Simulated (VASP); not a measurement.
## La2Ga2HBrO5 (a cell with a defect): single point with PBEsol

System: La2Ga2HBrO5 (a cell with a defect).

```
La Ga O Br H
1.0
     7.72931    0.00000    0.00000
     0.00000    3.86465    0.00000
     0.00000    0.00000    3.86465
La Ga O Br H
2 2 5 1 1
Direct
  0.00060 0.99465 0.98747
  0.50455 0.99362 0.00208
  0.25214 0.50077 0.50812
  0.74693 0.49672 0.50250
  0.24980 0.50110 0.00972
  0.74483 0.50172 0.99397
  0.99889 0.49656 0.49462
  0.24838 0.99133 0.49962
  0.75051 0.99763 0.49023
  0.49651 0.50126 0.49937
  0.50216 0.49825 0.00869
```

```
Program                : VASP 6.6.1
Task                   : single point
Functional             : PBEsol
Potentials or basis    : VASP PAW PBE potentials, release 64 (La, Ga_d, O, Br, H)
Cutoff                 : 520 eV
k mesh                 : 2 × 2 × 2, shifted
Occupations            : fermi-dirac, width 0.05 eV
Spin                   : collinear spin
Starting moments       : [0.0, 0.143, 0.143, 0.143, 0.143, 0.143, 0.0, 0.0, 0.0, 0.143, 0.143] μB
Dipole correction      : no
Charge                 : -1
Further INCAR settings : ALGO = Normal; EDIFF = 1e-06; NBANDS = 58; NELECT = 87.0
```

```json
{"Largest force": "13.552 eV/Å", "Net moment": "0.96 μB per cell", "Site moments": "La +0.21, +0.31; Ga +0.05, +0.06; O +0.02, -0.01 (each value once); Br +0.06; H -0.00 μB", "Valence electrons inside the program's atomic spheres": "La 8.59, 9.27; Ga 12.36, 12.30; O 5.07, 5.05 (each value once); Br 5.62; H 0.68"}
```

Forces in eV/Å, atoms in the order of the input:
```
La    0.098   0.020   0.219
La   -0.249   0.519  -0.141
Ga  -13.541  -0.528   0.181
Ga   11.275  -0.106  -0.383
O    -2.142  -0.096  -0.547
O     2.439  -0.022   0.448
O    -0.017  -0.035   0.175
O    -1.152   0.765   0.141
O     1.065   0.015   0.076
Br    2.478  -0.316   0.220
H    -0.253  -0.216  -0.389
```

Levels at points of the mesh, in eV from the Fermi level:
Spin up:
```tsv
k point	band 41	band 42	band 43	band 44	band 45	band 46	band 47	band 48
(0.25, 0.25, 0.25)	-4.88	-4.73	-2.75	-0.17	0.21	0.40	0.46	0.58
```
Spin down:
| k point | band 40 | band 41 | band 42 | band 43 | band 44 | band 45 | band 46 | band 47 |
| --- | --- | --- | --- | --- | --- | --- | --- | --- |
| (0.25, 0.25, 0.25) | -5.08 | -4.85 | -4.71 | -2.68 | 0.20 | 0.35 | 0.60 | 0.63 |

It took 62 s on 1 thread of Intel(R) Xeon(R) 6975P-C (Granite Rapids), on a shared host, peak memory 0.3 GiB.

Caveat: the k points lie up to 0.81 Å⁻¹ apart; the cell carries a net charge on a neutralising background, which shifts energy and pressure; the cell is charged against a uniform background, so pressure and absolute levels hang on convention; the PAW data sets were made with another functional, which shifts forces and pressure a little; spin-orbit coupling is left out, which moves the levels of the heavy elements.
